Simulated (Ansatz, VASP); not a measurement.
## LiF: VASP beside Ansatz

Contents of INCAR:

```
SYSTEM = LiF
ALGO = Normal
EDIFF = 1E-7
ENCUT = 520
GGA = CA
ISIF = 2
ISMEAR = 0
LASPH = .True.
LCHARG = .True.
LELF = .True.
LREAL = .False.
LVHAR = .True.
LWAVE = .False.
NBANDS = 18
NELM = 80
PREC = Accurate
SIGMA = 0.05
```

The input KPOINTS:

```
k-points
0
Gamma
  9 9 6
  0 0 0
```

File POSCAR:

```
LiF
1.0
    2.9715350587      0.0000000000      0.0000000000
   -1.4857675293      2.5734248491      0.0000000000
    0.0000000000      0.0000000000      5.1544247128
Li F
2 2
Direct
    0.3333333333      0.6666666667      0.3839784076
    0.6666666667      0.3333333333      0.8839784076
    0.3333333333      0.6666666667      0.9910195924
    0.6666666667      0.3333333333      0.4910195924
```

Input for Ansatz:

```yaml
crystal:
  lattice:
    - [2.9715350587, 0.0, 0.0]
    - [-1.4857675293, 2.5734248491, 0.0]
    - [0.0, 0.0, 5.1544247128]
  atoms:
    - { symbol: Li, position: [0.3333333333, 0.6666666667, 0.3839784076] }
    - { symbol: Li, position: [0.6666666667, 0.3333333333, 0.8839784076] }
    - { symbol: F, position: [0.3333333333, 0.6666666667, 0.9910195924] }
    - { symbol: F, position: [0.6666666667, 0.3333333333, 0.4910195924] }
basis:
  ecutwfc: 520.0
kpoints:
  mp_grid: { grid: [9, 9, 6] }
hamiltonian:
  xc: lda
scf:
  occupations: { method: gaussian, width: 0.05 }
output:
  forces: true
  stress: true
  eigenvalues: true
```

Alike in both runs: task single point; functional LDA; k mesh 9 × 9 × 6; occupations gaussian, width 0.05 eV; no spin polarisation.

|  | VASP | Ansatz |
| --- | --- | --- |
| version | VASP 6.6.1 | Ansatz 0.2.0 |
| potentials or method | VASP PAW LDA potentials, release 64 (Li_sv, F), cutoff 520 eV | scalar-relativistic, plane waves, PAW |
| valence electrons in the cell | 20 | 20 |

```csv
,VASP,Ansatz,Ansatz less VASP
gap on the k mesh at the Fermi level (eV),7.59,7.60,+0.015
least direct gap on the mesh (eV),7.59,7.60,+0.015
rms of the force components (eV/Å),0.165,0.161,-0.0035
```

LDA's correlation is that of Perdew and Zunger in VASP and of Perdew and Wang (1992) in Ansatz. Atom by atom the forces differ by 0.003 eV/Å (rms over components).

Noted on VASP's run: the cutoff is short for stress, so the pressure is rough.
